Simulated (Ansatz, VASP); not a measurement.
BAs in VASP and in Ansatz

```
B As
1.0
     0.00000    2.43970    2.43970
     2.43970    0.00000    2.43970
     2.43970    2.43970    0.00000
B As
1 1
Cartesian
  0.0000 0.0000 0.0000
  1.2199 1.2199 1.2199
```

Change from the starting cell: hydrostatic strain +2.0%.

Alike in both runs: task single point; functional PBE; k mesh 10 × 10 × 10; occupations fermi-dirac, width 0.02 eV; no spin polarisation.

```csv
,VASP,Ansatz
version,VASP 6.6.1,Ansatz 0.2.0
potentials or method,"VASP PAW PBE potentials, release 64 (B, As)","plane waves, PAW"
plane-wave cutoff (eV),520,420
valence electrons in the cell,8,18
```

|  | VASP | Ansatz | Ansatz less VASP |
| --- | --- | --- | --- |
| gap on the k mesh at the Fermi level (eV) | 1.24 | 1.25 | +0.007 |
| pressure (GPa) | -4.7 | -5.2 | -0.48 |

VASP's potentials hold 8 valence electrons a cell and Ansatz's 18, so a difference there can come from the potentials and not from the codes.
